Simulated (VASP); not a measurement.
# Sb in VASP: single point with PBE

Aim: the single point of Sb with PBE.

Program: VASP 6.6.1. These are calculated values, not measurements. Logs are shortened: lines on timing, memory, paths and dates and some standing lists are left out, and cuts for length are marked.

### Step 1. The cell of the first run

The cell holds a slab with vacuum, 2 atoms: a = 4.045 Å, b = 4.045 Å, c = 20.530 Å, α = 90.00°, β = 90.00°, γ = 120.00°.

### Step 2. Single point, PBE, non-collinear spin, zero start, spin-orbit coupling

INCAR

```
SYSTEM = Sb
ALGO = Normal ; DIPOL = 0.5 0.5 0.592
EDIFF = 1E-6 ; ENCUT = 400
GGA = PE ; GGA_COMPAT = .False.
IDIPOL = 3 ; ISIF = 2
ISMEAR = 0 ; LASPH = .True.
LCHARG = .False. ; LDIPOL = .True.
LORBIT = 11 ; LORBMOM = .True.
LREAL = .False. ; LSORBIT = .True.
LWAVE = .False. ; MAGMOM = 0 0 0 0 0 0
NBANDS = 22 ; NELM = 200
NELMDL = -8 ; PREC = Accurate
SIGMA = 0.04
```

KPOINTS

```
k-points
0
Gamma
  12 12 1
  0 0 0
```

POSCAR

```
Sb
1.0
    4.0448463590      0.0000000000      0.0000000000
   -2.0224231795      3.5029397013      0.0000000000
    0.0000000000      0.0000000000     20.5300000000
Sb
2
Direct
    0.3333333333      0.6666666667      0.5514310131
    0.6666666667      0.3333333333      0.6326722448
```

Potentials or basis: VASP PAW PBE potentials, release 64 (Sb).

Launch:

```bash
cat potpaw_PBE.64/Sb/POTCAR > POTCAR
mpirun -np 1 vasp_ncl > vasp.out
```

OUTCAR:

```text
SYSTEM = Sb
   EDIFF = 1E-6
   ENCUT = 400
   GGA = PE
   ISIF = 2
   ISMEAR = 0
   LASPH = .True.
   LORBIT = 11
   LREAL = .False.
   LSORBIT = .True.
   NELM = 200
   NELMDL = -8
   PREC = Accurate

 ion  position               nearest neighbor table
   1  0.333  0.667  0.551-   2 2.87   2 2.87   2 2.87
   2  0.667  0.333  0.633-   1 2.87   1 2.87   1 2.87

  LATTYP: Found a hexagonal cell.
 ALAT       =     4.0448463590
 C/A-ratio  =     5.0755945165

  Lattice vectors:

 A1 = (   4.0448463590,   0.0000000000,   0.0000000000)
 A2 = (  -2.0224231795,   3.5029397013,   0.0000000000)
 A3 = (   0.0000000000,   0.0000000000,  20.5300000000)

Analysis of symmetry for initial positions (statically):
=====================================================================
 Subroutine PRICEL returns:
 Original cell was already a primitive cell.

 Routine SETGRP: Setting up the symmetry group for a
 hexagonal supercell.

 Subroutine GETGRP returns: Found 12 space group operations
 (whereof  6 operations were pure point group operations)
 out of a pool of 24 trial point group operations.

The static configuration has the point symmetry C_3v.
 The point group associated with its full space group is D_3d.

Analysis of symmetry for dynamics (positions and initial velocities):
=====================================================================
 Subroutine PRICEL returns:
 Original cell was already a primitive cell.

 Routine SETGRP: Setting up the symmetry group for a
 hexagonal supercell.

 Subroutine GETGRP returns: Found 12 space group operations
 (whereof  6 operations were pure point group operations)
 out of a pool of 24 trial point group operations.

The dynamic configuration has the point symmetry C_3v.
 The point group associated with its full space group is D_3d.

Analysis of structural, dynamic, and magnetic symmetry:
=====================================================================
 Subroutine PRICEL returns:
 Original cell was already a primitive cell.

 Routine SETGRP: Setting up the symmetry group for a
 hexagonal supercell.

 Subroutine GETGRP returns: Found 12 space group operations
 (whereof  6 operations were pure point group operations)
 out of a pool of 24 trial point group operations.

The overall configuration has the point symmetry C_3v.
 The point group associated with its full space group is D_3d.

 Subroutine INISYM returns: Found 12 space group operations
 (whereof  6 operations are pure point group operations),
 and found     1 'primitive' translations

----------------------------------------------------------------------------------------

                                     Primitive cell

  volume of cell :     290.8865

  direct lattice vectors                    reciprocal lattice vectors
     4.044846359  0.000000000  0.000000000     0.247228179  0.142737256  0.000000000
    -2.022423180  3.502939701  0.000000000     0.000000000  0.285474511  0.000000000
     0.000000000  0.000000000 20.530000000     0.000000000  0.000000000  0.048709206

  length of vectors
     4.044846359  4.044846359 20.530000000     0.285474511  0.285474511  0.048709206

  position of ions in fractional coordinates (direct lattice)
     0.333333333  0.666666667  0.551431013
     0.666666667  0.333333333  0.632672245

  ion indices of the primitive-cell ions
   primitive index   ion index
                 1           1
                 2           2

----------------------------------------------------------------------------------------

 KPOINTS: k-points

Automatic generation of k-mesh.
 Grid dimensions read from file:
 generate k-points for:   12   12    1

 Generating k-lattice:

  Cartesian coordinates                     Fractional coordinates (reciprocal lattice)
     0.020602348  0.011894771  0.000000000     0.083333333 -0.000000000  0.000000000
     0.000000000  0.023789543  0.000000000     0.000000000  0.083333333  0.000000000
[... 102 lines left out ...]
  ext. energy  EPLUGINS =         0.00000000
  ---------------------------------------------------
  free energy    TOTEN  =        -8.22327778 eV

  energy without entropy =       -8.22327778  energy(sigma->0) =       -8.22327778

 E-fermi :  -1.7856     XC(G=0):  -2.6639

 val. band max:       -1.9924327717   @ k =   0.0000   0.0000   0.0000
 cond. band min:      -1.1732891649   @ k =   0.3333   0.0000   0.0000
 fundamental gap:      0.8191436068
 Fermi energy:        -1.7856034934

 k-point     1 :       0.0000    0.0000    0.0000
  band No.  band energies     occupation
      1     -13.8630      1.00000
      2     -13.8630      1.00000
      3      -8.8233      1.00000
      4      -8.8233      1.00000
      5      -3.3163      1.00000
      6      -3.3163      1.00000
[... 464 lines left out ...]
     21       5.1331      0.00000
     22       5.1331      0.00000

------------------------ aborting loop because EDIFF is reached ----------------------------------------

 vacuum level on the upper side and lower side of the slab       (xc-potential included)        -0.128        -0.130

  FORCE on cell =-STRESS in cart. coord.  units (eV):
  Direction    XX          YY          ZZ          XY          YZ          ZX
  --------------------------------------------------------------------------------------
  -------------------------------------------------------------------------------------
  Total        0.7186315      0.7186315      0.0813051      0.0000000      0.0000000      0.0000000
  in kB        3.9581585      3.9581585      0.4478216      0.0000000      0.0000000      0.0000000
  external PRESSURE =       2.7880462 kB  Pullay stress =       0.0000000 kB

 VOLUME and BASIS-vectors are now :
 -----------------------------------------------------------------------------
  energy-cutoff  :      400.00
  volume of cell :      290.89
      direct lattice vectors                 reciprocal lattice vectors
     4.044846359  0.000000000  0.000000000     0.247228179  0.142737256  0.000000000
    -2.022423180  3.502939701  0.000000000     0.000000000  0.285474511  0.000000000
     0.000000000  0.000000000 20.530000000     0.000000000  0.000000000  0.048709206

 POSITION                                       TOTAL-FORCE (eV/Angst)
 -----------------------------------------------------------------------------------
     -0.00000      2.33529     11.32088         0.000000      0.000000     -0.051772
      2.02242      1.16765     12.98876        -0.000000      0.000000      0.051772
 -----------------------------------------------------------------------------------
    total drift:                                0.000000     -0.000000     -0.000024

  FREE ENERGIE OF THE ION-ELECTRON SYSTEM (eV)
  ---------------------------------------------------
  free  energy   TOTEN  =        -8.2232777777 eV

  energy  without entropy=       -8.2232777777  energy(sigma->0) =       -8.22327778

 vacuum level on the upper side and lower side of the slab         2.272         2.271

 orbital moment (x)

 # of ion     p       d       tot
 ----------------------------------------
  1         0.000   0.000   0.000
  2         0.000  -0.000  -0.000
 ----------------------------------------
            0.000  -0.000   0.000

 orbital moment (y)

 # of ion     p       d       tot
 ----------------------------------------
  1         0.000   0.000   0.000
  2        -0.000  -0.000  -0.000
 ----------------------------------------
            0.000   0.000   0.000

 orbital moment (z)

 # of ion     p       d       tot
 ----------------------------------------
  1         0.000   0.000   0.000
  2         0.000  -0.000  -0.000
 ----------------------------------------
            0.000  -0.000  -0.000

 Spin-Orbit-Coupling matrix elements

 Ion:    1  E_soc:     -0.1307025
 l=   1
     0.0000000    -0.0219363    -0.0212048
    -0.0219363     0.0000000    -0.0219363
    -0.0212048    -0.0219363     0.0000000
 l=   2
     0.0000000    -0.0000214     0.0000000    -0.0000214    -0.0000951
    -0.0000214     0.0000000    -0.0000512     0.0000092    -0.0000214
     0.0000000    -0.0000512     0.0000000    -0.0000512     0.0000000
    -0.0000214     0.0000092    -0.0000512     0.0000000    -0.0000214
    -0.0000951    -0.0000214     0.0000000    -0.0000214     0.0000000
 l=   3
     0.0000000     0.0000000     0.0000000     0.0000000     0.0000000     0.0000000     0.0000000
     0.0000000     0.0000000     0.0000000     0.0000000     0.0000000     0.0000000     0.0000000
     0.0000000     0.0000000     0.0000000     0.0000000     0.0000000     0.0000000     0.0000000
     0.0000000     0.0000000     0.0000000     0.0000000     0.0000000     0.0000000     0.0000000
     0.0000000     0.0000000     0.0000000     0.0000000     0.0000000     0.0000000     0.0000000
     0.0000000     0.0000000     0.0000000     0.0000000     0.0000000     0.0000000     0.0000000
     0.0000000     0.0000000     0.0000000     0.0000000     0.0000000     0.0000000     0.0000000

 Ion:    2  E_soc:     -0.1307025
 l=   1
     0.0000000    -0.0219363    -0.0212048
    -0.0219363     0.0000000    -0.0219363
    -0.0212048    -0.0219363     0.0000000
 l=   2
     0.0000000    -0.0000214     0.0000000    -0.0000214    -0.0000951
    -0.0000214     0.0000000    -0.0000512     0.0000092    -0.0000214
     0.0000000    -0.0000512     0.0000000    -0.0000512     0.0000000
    -0.0000214     0.0000092    -0.0000512     0.0000000    -0.0000214
    -0.0000951    -0.0000214     0.0000000    -0.0000214     0.0000000
 l=   3
     0.0000000     0.0000000     0.0000000     0.0000000     0.0000000     0.0000000     0.0000000
     0.0000000     0.0000000     0.0000000     0.0000000     0.0000000     0.0000000     0.0000000
     0.0000000     0.0000000     0.0000000     0.0000000     0.0000000     0.0000000     0.0000000
     0.0000000     0.0000000     0.0000000     0.0000000     0.0000000     0.0000000     0.0000000
     0.0000000     0.0000000     0.0000000     0.0000000     0.0000000     0.0000000     0.0000000
     0.0000000     0.0000000     0.0000000     0.0000000     0.0000000     0.0000000     0.0000000
     0.0000000     0.0000000     0.0000000     0.0000000     0.0000000     0.0000000     0.0000000

 total charge

# of ion       s       p       d       tot
------------------------------------------
    1        1.211   1.173   0.028   2.412
    2        1.211   1.173   0.028   2.412
--------------------------------------------------
tot          2.422   2.345   0.056   4.823

 magnetization (x)

# of ion       s       p       d       tot
------------------------------------------
    1        0.000   0.000  -0.000   0.000
    2       -0.000   0.000  -0.000  -0.000
--------------------------------------------------
tot          0.000   0.000  -0.000  -0.000

 magnetization (y)

# of ion       s       p       d       tot
------------------------------------------
    1        0.000  -0.000   0.000  -0.000
    2        0.000  -0.000   0.000  -0.000
--------------------------------------------------
tot          0.000  -0.000   0.000  -0.000

 magnetization (z)

# of ion       s       p       d       tot
------------------------------------------
    1        0.000   0.000  -0.000   0.000
    2        0.000   0.000  -0.000   0.000
--------------------------------------------------
tot          0.000   0.000  -0.000   0.000
```

Run time: 4.4 min. Hardware: 1 thread of Oxide Virtual Turin-like, shared host; peak memory 0.74 GiB.

What came out:

| Property | Result |
| --- | --- |
| Free energy | -8.2233 eV |
| Largest force | 0.052 eV/Å |
| Net moment | 0.00 μB per cell |
| Valence electrons inside the program's atomic spheres | Sb 2.41 |

Forces on the atoms (eV/Å):
```
Sb   0.000  0.000 -0.052
Sb   0.000  0.000  0.052
```

Moments on the atoms (μB; x, y, z):
```
Sb  0.00 0.00 0.00
Sb  0.00 0.00 0.00
```
